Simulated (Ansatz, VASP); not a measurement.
# MgTl in VASP and in Ansatz

File INCAR:

```
SYSTEM = MgTl
PREC     = Accurate       ! precision mode
ENCUT    = 520            ! plane-wave cutoff, eV
EDIFF    = 1E-6           ! SCF threshold, eV
ISMEAR   = -1             ! smearing method
SIGMA    = 0.05           ! smearing width, eV
LREAL    = .FALSE.        ! projectors in reciprocal space
LASPH    = .TRUE.         ! aspherical terms in the spheres
NELM     = 60             ! most SCF steps
ALGO     = Normal         ! electronic algorithm
ISIF     = 2              ! what is computed and relaxed
LWAVE    = .FALSE.        ! write WAVECAR
LCHARG   = .TRUE.         ! write CHGCAR
GGA      = CA             ! functional
LELF     = .TRUE.         ! ELF
LVHAR    = .TRUE.       
NBANDS   = 14             ! bands
```

File KPOINTS:

```
Automatic mesh
0
G
  9 9 9
  0 0 0
```

Contents of POSCAR:

```
MgTl
1.0
    3.6350000000      0.0000000000      0.0000000000
    0.0000000000      3.6350000000      0.0000000000
    0.0000000000      0.0000000000      3.7077000000
Mg Tl
1 1
Direct
    0.0000000000      0.0000000000      0.0000000000
    0.5000000000      0.5000000000      0.5000000000
```

Input for Ansatz:

```yaml
crystal:
  lattice:
    - [3.635, 0.0, 0.0]
    - [0.0, 3.635, 0.0]
    - [0.0, 0.0, 3.7077]
  atoms:
    - { symbol: Mg, position: [0.0, 0.0, 0.0] }
    - { symbol: Tl, position: [0.5, 0.5, 0.5] }
kpoints:
  mp_grid: { grid: [9, 9, 9] }
  band_path:
    path:
      - [0.0, 0.0, 0.0]
      - [0.0, 0.5, 0.0]
      - [0.5, 0.5, 0.0]
      - [0.0, 0.0, 0.0]
      - [0.0, 0.0, 0.5]
      - [0.0, 0.5, 0.5]
      - [0.5, 0.5, 0.5]
      - [0.0, 0.0, 0.5]
      - [0.0, 0.5, 0.0]
    npoints: 5
scf:
  occupations: { method: fermi_dirac, width: 0.05 }
hamiltonian:
  xc: lda
  pseudopotentials: { kind: all_electron, lapw: { basis_error: 0.0005 } }
output:
  forces: true
  stress: true
  eigenvalues: true
```

Change from the starting cell: zz strain of +2 %.

Alike in both runs: task single point; functional LDA; k mesh 9 × 9 × 9; occupations fermi-dirac, width 0.05 eV; no spin polarisation.

|  | VASP | Ansatz |
| --- | --- | --- |
| version | VASP 6.6.1 | Ansatz 0.2.0 |
| potentials or method | VASP PAW LDA potentials, release 64 (Mg, Tl_d), cutoff 520 eV | all-electron LAPW, scalar-relativistic |

```tsv
	VASP	Ansatz	Ansatz less VASP
pressure (GPa)	-3.4	-3.1	+0.29
traceless stress, the component that is largest in VASP (GPa)	0.21	0.20	-0.011
```

LDA's correlation is that of Perdew and Zunger in VASP and of Perdew and Wang (1992) in Ansatz. Ansatz ran all-electron here, and VASP with PAW potentials.

Spin-orbit coupling is off throughout.
